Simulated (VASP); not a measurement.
# Pb3S (Pm-3m) in VASP: further runs

Runs on Pb3S. Level: PBE. Tasks: single point, relaxation of cell and atoms.

Program: VASP 6.6.1. These are calculated values, not measurements. Logs are shortened: lines on timing, memory, paths and dates and some standing lists are left out, and cuts for length are marked.

### Step 1. The cell of the first run

The structure is cubic, space group Pm-3m (No. 221). Conventional cell: a = 4.844 Å, b = 4.844 Å, c = 4.844 Å, α = 90.00°, β = 90.00°, γ = 90.00°. Pb (site symmetry 4/mmm) has 8 Pb at 3.43 Å and 4 S at 3.43 Å within 4.5 Å. S (site symmetry m-3m) has 12 Pb at 3.43 Å within 4.5 Å.

### Step 2. Single point, PBE

File INCAR:

```
PREC = Accurate
ENCUT = 520
EDIFF = 1E-6
ISMEAR = 0
SIGMA = 0.1
LREAL = False
LASPH = True
NELM = 100
ALGO = Normal
ISIF = 2
LWAVE = False
LCHARG = False
GGA = PE
NBANDS = 32
```

File KPOINTS:

```
Automatic mesh
0
Gamma
  10 10 10
```

File POSCAR:

```
Pb3S
1.0
    4.8438357749      0.0000000000      0.0000000000
    0.0000000000      4.8438357749      0.0000000000
    0.0000000000      0.0000000000      4.8438357749
Pb S
3 1
Direct
    0.5000000000      0.5000000000      0.0000000000
    0.0000000000      0.5000000000      0.5000000000
    0.5000000000      0.0000000000      0.5000000000
    0.0000000000      0.0000000000      0.0000000000
```

Potentials or basis: VASP PAW PBE potentials, release 64 (Pb_d, S).

On the command line:

```sh
cat potpaw_PBE.64/Pb_d/POTCAR potpaw_PBE.64/S/POTCAR > POTCAR
mpirun -np 1 vasp_std > vasp.out
```

OUTCAR:

```text
PREC = Accurate
   ENCUT = 520
   EDIFF = 1E-6
   ISMEAR = 0
   LREAL = False
   LASPH = True
   NELM = 100
   ISIF = 2
   GGA = PE

 ion  position               nearest neighbor table
   1  0.500  0.500  0.000-   2 3.43   3 3.43   4 3.43   2 3.43   3 3.43   3 3.43   4 3.43   3 3.43
                             2 3.43   4 3.43   2 3.43   4 3.43
   2  0.000  0.500  0.500-   1 3.43   3 3.43   4 3.43   1 3.43   4 3.43   3 3.43   4 3.43   4 3.43
                             1 3.43   3 3.43   1 3.43   3 3.43
   3  0.500  0.000  0.500-   1 3.43   2 3.43   4 3.43   1 3.43   4 3.43   1 3.43   2 3.43   1 3.43
                             2 3.43   4 3.43   4 3.43   2 3.43
   4  0.000  0.000  0.000-   1 3.43   2 3.43   3 3.43   2 3.43   3 3.43   1 3.43   2 3.43   2 3.43
                             1 3.43   3 3.43   3 3.43   1 3.43

  LATTYP: Found a simple cubic cell.
 ALAT       =     4.8438357749

  Lattice vectors:

 A1 = (   4.8438357749,   0.0000000000,   0.0000000000)
 A2 = (   0.0000000000,   4.8438357749,   0.0000000000)
 A3 = (   0.0000000000,   0.0000000000,   4.8438357749)

Analysis of symmetry for initial positions (statically):
=====================================================================
 Subroutine PRICEL returns:
 Original cell was already a primitive cell.

 Routine SETGRP: Setting up the symmetry group for a
 simple cubic supercell.

 Subroutine GETGRP returns: Found 48 space group operations
 (whereof 48 operations were pure point group operations)
 out of a pool of 48 trial point group operations.

The static configuration has the point symmetry O_h .

Analysis of symmetry for dynamics (positions and initial velocities):
=====================================================================
 Subroutine PRICEL returns:
 Original cell was already a primitive cell.

 Routine SETGRP: Setting up the symmetry group for a
 simple cubic supercell.

 Subroutine GETGRP returns: Found 48 space group operations
 (whereof 48 operations were pure point group operations)
 out of a pool of 48 trial point group operations.

The dynamic configuration has the point symmetry O_h .

 Subroutine INISYM returns: Found 48 space group operations
 (whereof 48 operations are pure point group operations),
 and found     1 'primitive' translations

----------------------------------------------------------------------------------------

                                     Primitive cell

  volume of cell :     113.6497

[... 86 lines left out ...]
   ISPIN  =      1    spin polarized calculation?
   LNONCOLLINEAR =      F non collinear calculations
   LSORBIT =      F    spin-orbit coupling
   LASPH  =      T    aspherical Exc in radial PAW
   ENCUT  =  520.0 eV  38.22 Ry    6.18 a.u.   9.01  9.01  9.01*2*pi/ulx,y,z
   NELM   =    100;   NELMIN=  2; NELMDL= -5     # of ELM steps
   EDIFF  = 0.1E-05   stopping-criterion for ELM
   LREAL  =      F    real-space projection
   EDIFFG = 0.1E-04   stopping-criterion for IOM
   NSW    =      0    number of steps for IOM
   IBRION =     -1    ionic relax: 0-MD 1-quasi-New 2-CG
   NFREE  =      0    steps in history (QN), initial steepest desc. (CG)
   ISIF   =      2    stress and relaxation
   ISYM   =      2    0-nonsym 1-usesym 2-fastsym
   POTIM  = 0.5000    time-step for ionic-motion
   TEBEG  =    0.0;   TEEND  =   0.0 temperature during run
   PSTRESS=    0.0 pullay stress
   NELECT =      48.0000    total number of electrons
   NUPDOWN=      -1.0000    fix difference up-down
   EMIN   =  10.00;   EMAX   =-10.00  energy-range for DOS
   EFERMI =   0.00;   METHOD = LEGACY
   ISMEAR =     0;   SIGMA  =   0.10  broadening in eV -4-tet -1-fermi 0-gaus
   EFERMI_NEDOS =   21; number of points for ismear=-14 and -15
   IALGO  =     38    algorithm
   IMIX   =      4    mixing-type and parameters
     AMIX     =   0.40;   BMIX     =  1.00
     AMIX_MAG =   1.60;   BMIX_MAG =  1.00
  volume/ion in A,a.u.               =      28.41       191.74
  Fermi-wavevector in a.u.,A,eV,Ry     =   1.228285  2.321122 20.526894  1.508684
  Thomas-Fermi vector in A             =   2.363216
   LORBIT       =      0    0 simple, 1 ext, 2 COOP (PROOUT), +10 PAW based schemes
   GGA     = PE    functional components
   LHFCALC =     F    Hartree Fock is set to
   AEXX    =    0.0000 exact exchange contribution
   IVDW    =     0    specifies the selected vdW correction
   LEPSILON=     F    determine dielectric tensor
   LRPA    =     F    only Hartree local field effects (RPA)
 non-spin polarized calculation
 Gauss-broadening in eV      SIGMA  =   0.10
  energy-cutoff  :      520.00
  volume of cell :      113.65
 maximum number of plane-waves:      3112
   NGX = 19   NGY = 19   NGZ = 19

 number of electron      48.0000030 magnetization

 Free energy of the ion-electron system (eV)
  ---------------------------------------------------
  ext. energy  EPLUGINS =         0.00000000
  ---------------------------------------------------
  free energy    TOTEN  =       -14.59663125 eV

  energy without entropy =      -14.58857313  energy(sigma->0) =      -14.59260219

 E-fermi :   6.7036     XC(G=0): -10.0018

 val. band max:        6.6519081962   @ k =   0.1000   0.1000   0.0000
 cond. band min:       6.7313022709   @ k =   0.3000   0.3000   0.2000
 fundamental gap:      0.0793940747
 Fermi energy:         6.7036394055

 k-point     1 :       0.0000    0.0000    0.0000
  band No.  band energies     occupation
      1     -10.7325      2.00000
      2     -10.7325      2.00000
      3     -10.7325      2.00000
      4     -10.6756      2.00000
      5     -10.6370      2.00000
      6     -10.6370      2.00000
[... 829 lines left out ...]
     31      11.7733      0.00000
     32      13.1192      0.00000

 [... further k-points ...]
[... 5 lines left out ...]
  --------------------------------------------------------------------------------------
  -------------------------------------------------------------------------------------
  Total       -0.0501427     -0.0501427     -0.0501427      0.0000000      0.0000000      0.0000000
  in kB       -0.7068877     -0.7068877     -0.7068877      0.0000000      0.0000000      0.0000000
  external PRESSURE =      -0.7068877 kB  Pullay stress =       0.0000000 kB

 VOLUME and BASIS-vectors are now :
 -----------------------------------------------------------------------------
  energy-cutoff  :      520.00
  volume of cell :      113.65
      direct lattice vectors                 reciprocal lattice vectors
     4.843835775  0.000000000  0.000000000     0.206447957  0.000000000  0.000000000
     0.000000000  4.843835775  0.000000000     0.000000000  0.206447957  0.000000000
     0.000000000  0.000000000  4.843835775     0.000000000  0.000000000  0.206447957

 POSITION                                       TOTAL-FORCE (eV/Angst)
 -----------------------------------------------------------------------------------
      2.42192      2.42192      0.00000         0.000000      0.000000      0.000000
      0.00000      2.42192      2.42192         0.000000      0.000000      0.000000
      2.42192      0.00000      2.42192         0.000000      0.000000      0.000000
      0.00000      0.00000      0.00000         0.000000      0.000000      0.000000
 -----------------------------------------------------------------------------------
    total drift:                                0.000000      0.000000      0.000000

  FREE ENERGIE OF THE ION-ELECTRON SYSTEM (eV)
  ---------------------------------------------------
  free  energy   TOTEN  =       -14.5966312507 eV

  energy  without entropy=      -14.5885731349  energy(sigma->0) =      -14.59260219
```

Run time: 1.9 min. Hardware: 1 thread of AMD EPYC 7R43 (Zen 3), shared host; peak memory 0.26 GiB.

What came out:

```yaml
Free_energy: -14.5966 eV
Pressure: -0.1 GPa
Band_gap_on_the_k_mesh: zero (band 24 reaches 8.02 eV, above the bottom of band 25 at 6.05 eV)
```

Caveat: spin-orbit coupling is left out, which moves the levels of the heavy elements.

### Step 3. Relaxation of cell and atoms, PBE

This run uses another cell than the first one, of 28.18 Å³/atom, 0.992 times its volume.

File INCAR:

```
  PREC = Accurate
  ENCUT = 600
  EDIFF = 1E-6
  ISMEAR = 0
  SIGMA = 0.1
  LREAL = F
  LASPH = T
  NELM = 100
  ALGO = Normal
  ISIF = 3
  LWAVE = F
  LCHARG = F
  GGA = PE
  IBRION = 2
  NSW = 100
  EDIFFG = -0.01
```

File KPOINTS:

```
regular mesh
0
Gamma
  10 10 10
```

File POSCAR:

```
Pb3S
1.0
    4.8304731700      0.0000000000      0.0000000000
    0.0000000000      4.8304731700      0.0000000000
    0.0000000000      0.0000000000      4.8304731700
Pb S
3 1
Direct
    0.5000000000      0.5000000000      0.0000000000
    0.0000000000      0.5000000000      0.5000000000
    0.5000000000      0.0000000000      0.5000000000
    0.0000000000      0.0000000000      0.0000000000
```

Potentials or basis: VASP PAW PBE potentials, release 64 (Pb_d, S).

On the command line:

```sh
cat potpaw_PBE.64/Pb_d/POTCAR potpaw_PBE.64/S/POTCAR > POTCAR
mpirun -np 1 vasp_std > vasp.out
```

OUTCAR:

```text
PREC = Accurate
   ENCUT = 600
   EDIFF = 1E-6
   ISMEAR = 0
   LREAL = F
   LASPH = T
   NELM = 100
   ISIF = 3
   GGA = PE
   IBRION = 2
   NSW = 100
   EDIFFG = -0.01

 ion  position               nearest neighbor table
   1  0.500  0.500  0.000-   2 3.42   3 3.42   4 3.42   2 3.42   3 3.42   3 3.42   4 3.42   3 3.42
                             2 3.42   4 3.42   2 3.42   4 3.42
   2  0.000  0.500  0.500-   1 3.42   3 3.42   4 3.42   1 3.42   4 3.42   3 3.42   4 3.42   4 3.42
                             1 3.42   3 3.42   1 3.42   3 3.42
   3  0.500  0.000  0.500-   1 3.42   2 3.42   4 3.42   1 3.42   4 3.42   1 3.42   2 3.42   1 3.42
                             2 3.42   4 3.42   4 3.42   2 3.42
   4  0.000  0.000  0.000-   1 3.42   2 3.42   3 3.42   2 3.42   3 3.42   1 3.42   2 3.42   2 3.42
                             1 3.42   3 3.42   3 3.42   1 3.42

  LATTYP: Found a simple cubic cell.
 ALAT       =     4.8304731700

  Lattice vectors:

 A1 = (   4.8304731700,   0.0000000000,   0.0000000000)
 A2 = (   0.0000000000,   4.8304731700,   0.0000000000)
 A3 = (   0.0000000000,   0.0000000000,   4.8304731700)

Analysis of symmetry for initial positions (statically):
=====================================================================
 Subroutine PRICEL returns:
 Original cell was already a primitive cell.

 Routine SETGRP: Setting up the symmetry group for a
 simple cubic supercell.

 Subroutine GETGRP returns: Found 48 space group operations
 (whereof 48 operations were pure point group operations)
 out of a pool of 48 trial point group operations.

The static configuration has the point symmetry O_h .

Analysis of symmetry for dynamics (positions and initial velocities):
=====================================================================
 Subroutine PRICEL returns:
 Original cell was already a primitive cell.

 Routine SETGRP: Setting up the symmetry group for a
 simple cubic supercell.

 Subroutine GETGRP returns: Found 48 space group operations
 (whereof 48 operations were pure point group operations)
 out of a pool of 48 trial point group operations.

The dynamic configuration has the point symmetry O_h .

 Subroutine INISYM returns: Found 48 space group operations
[... 129 lines left out ...]
   IVDW    =     0    specifies the selected vdW correction
   LEPSILON=     F    determine dielectric tensor
   LRPA    =     F    only Hartree local field effects (RPA)
 conjugate gradient relaxation of ions
 non-spin polarized calculation
 Gauss-broadening in eV      SIGMA  =   0.10
  energy-cutoff  :      600.00
  volume of cell :      112.71
 maximum number of plane-waves:      3840
 NGX is ok and might be reduce to    40
   NGX = 19   NGY = 19   NGZ = 19

--------------------------------------- Ionic step        1  -------------------------------------------

 number of electron      48.0000012 magnetization

 Free energy of the ion-electron system (eV)
  ---------------------------------------------------
  ext. energy  EPLUGINS =         0.00000000
  ---------------------------------------------------
  free energy    TOTEN  =       -14.59548429 eV

  energy without entropy =      -14.58757937  energy(sigma->0) =      -14.59153183

------------------------ aborting loop because EDIFF is reached ----------------------------------------

  FORCE on cell =-STRESS in cart. coord.  units (eV):
  Direction    XX          YY          ZZ          XY          YZ          ZX
  --------------------------------------------------------------------------------------
  -------------------------------------------------------------------------------------
  Total        0.2635081      0.2635081      0.2635081     -0.0000000     -0.0000000     -0.0000000
  in kB        3.7457216      3.7457216      3.7457216     -0.0000000     -0.0000000     -0.0000000
  external PRESSURE =       3.7457216 kB  Pullay stress =       0.0000000 kB
[... 25 lines left out ...]
--------------------------------------- Ionic step        2  -------------------------------------------

 number of electron      48.0000004 magnetization

 E-fermi :   6.6895     XC(G=0):  -9.9959

 val. band max:        6.6381873448   @ k =   0.1000   0.1000   0.0000
 cond. band min:       6.7169182941   @ k =   0.3000   0.3000   0.2000
 fundamental gap:      0.0787309493
 Fermi energy:         6.6895070941

 k-point     1 :       0.0000    0.0000    0.0000
  band No.  band energies     occupation
      1     -10.7447      2.00000
      2     -10.7447      2.00000
      3     -10.7447      2.00000
      4     -10.6878      2.00000
      5     -10.6498      2.00000
      6     -10.6498      2.00000
[... 772 lines left out ...]
--------------------------------------- Ionic step        3  -------------------------------------------

 number of electron      48.0000006 magnetization

 Free energy of the ion-electron system (eV)
  ---------------------------------------------------
  ext. energy  EPLUGINS =         0.00000000
  ---------------------------------------------------
  free energy    TOTEN  =       -14.59653517 eV

  energy without entropy =      -14.58848389  energy(sigma->0) =      -14.59250953

 E-fermi :   6.7077     XC(G=0): -10.0035

 val. band max:        6.6558470554   @ k =   0.1000   0.1000   0.0000
 cond. band min:       6.7354561016   @ k =   0.3000   0.3000   0.2000
 fundamental gap:      0.0796090463
 Fermi energy:         6.7077061607

 k-point     1 :       0.0000    0.0000    0.0000
  band No.  band energies     occupation
      1     -10.7288      2.00000
      2     -10.7288      2.00000
      3     -10.7288      2.00000
      4     -10.6720      2.00000
      5     -10.6334      2.00000
      6     -10.6334      2.00000
[... 766 lines left out ...]
  FREE ENERGIE OF THE ION-ELECTRON SYSTEM (eV)
  ---------------------------------------------------
  free  energy   TOTEN  =       -14.5965351747 eV

  energy  without entropy=      -14.5884838919  energy(sigma->0) =      -14.59250953

 reached required accuracy - stopping structural energy minimisation
```

CONTCAR:

```text
Pb3S
   1.00000000000000
     4.8432414458969104   -0.0000000000000000   -0.0000000000000000
    -0.0000000000000000    4.8432414458969104   -0.0000000000000000
     0.0000000000000000   -0.0000000000000000    4.8432414458969104
  Pb              S
     3     1
Direct
     0.5000000000000000    0.5000000000000000    0.0000000000000000
     0.0000000000000000    0.5000000000000000    0.5000000000000000
     0.5000000000000000    0.0000000000000000    0.5000000000000000
     0.0000000000000000    0.0000000000000000    0.0000000000000000

  0.00000000E+00  0.00000000E+00  0.00000000E+00
  0.00000000E+00  0.00000000E+00  0.00000000E+00
  0.00000000E+00  0.00000000E+00  0.00000000E+00
  0.00000000E+00  0.00000000E+00  0.00000000E+00
```

It took 4.5 min on 1 thread of AMD EPYC 7R43 (Zen 3), shared host; peak memory 0.33 GiB.

What came out:

```
Free energy                            : -14.5965 eV
Relaxed volume                         : 28.40 Å³/atom
Relaxed cell                           : a = 4.843 Å, b = 4.843 Å, c = 4.843 Å, α = 90.00°, β = 90.00°, γ = 90.00°
Space group after relaxing (to 0.05 Å) : Pm-3m (No. 221)
Energy gained by relaxing              : 0.3 meV/atom
Ionic steps                            : 3
Pressure after relaxing                : 0.0 GPa
Band gap on the k mesh                 : zero (band 24 reaches 8.03 eV, above the bottom of band 25 at 6.05 eV)
```

The path:
| step | energy change (eV) | largest force (eV/Å) | pressure (GPa) | volume (Å³) |
| --- | --- | --- | --- | --- |
| 1 | 0.0000 | 0.0000 | 0.37 | 112.71 |
| 2 | -0.0010 | 0.0000 | -0.08 | 113.79 |
| 3 | -0.0011 | 0.0000 | 0.01 | 113.61 |

Final structure:
```
Pb S
1.0
     4.84324    0.00000    0.00000
     0.00000    4.84324    0.00000
     0.00000    0.00000    4.84324
Pb S
3 1
Direct
  0.50000 0.50000 0.00000
  0.00000 0.50000 0.50000
  0.50000 0.00000 0.50000
  0.00000 0.00000 0.00000
```

Caveat: spin-orbit coupling is left out, which moves the levels of the heavy elements.

### Step 4. Single point, PBE

This run uses another cell than the first one, of 28.18 Å³/atom, 0.992 times its volume.

File INCAR:

```
SYSTEM = Pb3S
PREC     = Accurate       ! precision mode
ENCUT    = 520            ! plane-wave cutoff, eV
EDIFF    = 1E-6           ! SCF threshold, eV
ISMEAR   = 0              ! smearing method
SIGMA    = 0.1            ! smearing width, eV
LREAL    = .False.        ! projectors in reciprocal space
LASPH    = .True.         ! aspherical terms in the spheres
NELM     = 60             ! most SCF steps
ALGO     = Normal         ! electronic algorithm
ISIF     = 2              ! what is computed and relaxed
LWAVE    = .False.        ! write WAVECAR
LCHARG   = .True.         ! write CHGCAR
GGA      = PE             ! functional
LELF     = .True.         ! ELF
LVHAR    = .True.       
NBANDS   = 32             ! bands
```

File KPOINTS:

```
Automatic mesh
0
Gamma
  4 4 4
  0 0 0
```

POSCAR is that of step 3.

On the command line:

```sh
cat potpaw_PBE.64/Pb_d/POTCAR potpaw_PBE.64/S/POTCAR > POTCAR
mpirun -np 1 vasp_std > vasp.out
```

Wall time 28 s (1 thread of Intel Xeon 6975P-C, shared host); peak memory 0.21 GiB.

Results (log left out):

```
Free energy            : -14.7182 eV
Pressure               : 0.4 GPa
Band gap on the k mesh : zero (band 24 reaches 8.12 eV, above the bottom of band 25 at 6.25 eV)
```

Levels at points of the mesh, in eV from the Fermi level:
```csv
k point,band 21,band 22,band 23,band 24,band 25,band 26,band 27,band 28
"(0.00, 0.00, 0.00)",-3.61,-3.61,0.05,0.05,0.05,2.88,2.88,2.88
"(0.50, 0.00, 0.00)",-2.59,-1.57,-1.12,-1.12,0.71,1.83,1.97,2.50
"(0.50, 0.50, 0.00)",-2.11,-2.05,-1.85,-0.72,0.86,0.86,0.87,3.18
"(0.50, 0.50, 0.50)",-4.41,-4.41,-4.18,1.65,1.65,1.65,6.32,6.32
```

Caveat: spin-orbit coupling is left out, which moves the levels of the heavy elements.

### Step 5. Overview

```tsv
task	cell	k mesh	cutoff (eV)	gap on the mesh (eV)	pressure (GPa)
single point	a = 4.844 Å, 4 atoms	10 × 10 × 10	520	none	-0.1
relaxation of cell and atoms	relaxed from a = 4.830 Å, 4 atoms	10 × 10 × 10	600	none	0.0
single point	a = 4.830 Å, 4 atoms	4 × 4 × 4	520	none	0.4
```

Alike in all rows: level PBE; potentials or basis VASP PAW PBE potentials, release 64 (Pb_d, S); no spin polarisation; smearing gaussian 0.1 eV.

Caveats: spin-orbit coupling is left out, which moves the levels of the heavy elements.

Absolute energies hang on the potentials; compare differences alone.
